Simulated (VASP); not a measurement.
GaN: vibrations by perturbation theory with PBEsol

GaN:

```xyz
2
Lattice="0.0000 2.2491 2.2491 2.2491 0.0000 2.2491 2.2491 2.2491 0.0000" Properties=species:S:1:pos:R:3 pbc="T T T"
Ga    0.0000    0.0000    0.0000
N     1.1246    1.1246    1.1246
```

```
Program                : VASP 6.6.1
Task                   : vibrations by perturbation theory
Functional             : PBEsol
Potentials or basis    : VASP PAW PBE potentials, release 64 (Ga_d, N)
Cutoff                 : 520 eV
k mesh                 : 8 × 8 × 8
Occupations            : gaussian, width 0.01 eV
Spin                   : no spin polarisation
Dipole correction      : no
Further INCAR settings : ALGO = Normal; EDIFF = 1e-08; NBANDS = 16; IBRION = 8; NSW = 1
```

```json
{"Electronic dielectric tensor (diagonal)": "6.23", "Born charges (mean of the diagonal)": "Ga +2.66; N -2.66 e", "Highest phonon frequency at Γ, LO-TO splitting left out": "533 cm⁻¹"}
```

Phonon frequencies in cm⁻¹ (negative: imaginary):
```tsv
q point	frequencies
(0.000, 0.000, 0.000)	0 0 0 533 533 533
```

Electronic dielectric tensor:
```
6.23 0.00 0.00
0.00 6.23 0.00
0.00 0.00 6.23
```

Born effective charge tensors (e):
atom 1, Ga
```
2.66 0.00 0.00
0.00 2.66 0.00
0.00 0.00 2.66
```
atom 2, N
```
-2.66  0.00  0.00
 0.00 -2.66  0.00
 0.00  0.00 -2.66
```

Wall time 2.5 min on 1 thread of Intel(R) Xeon(R) Platinum 8488C (Sapphire Rapids) (shared host), peak memory 0.21 GiB.
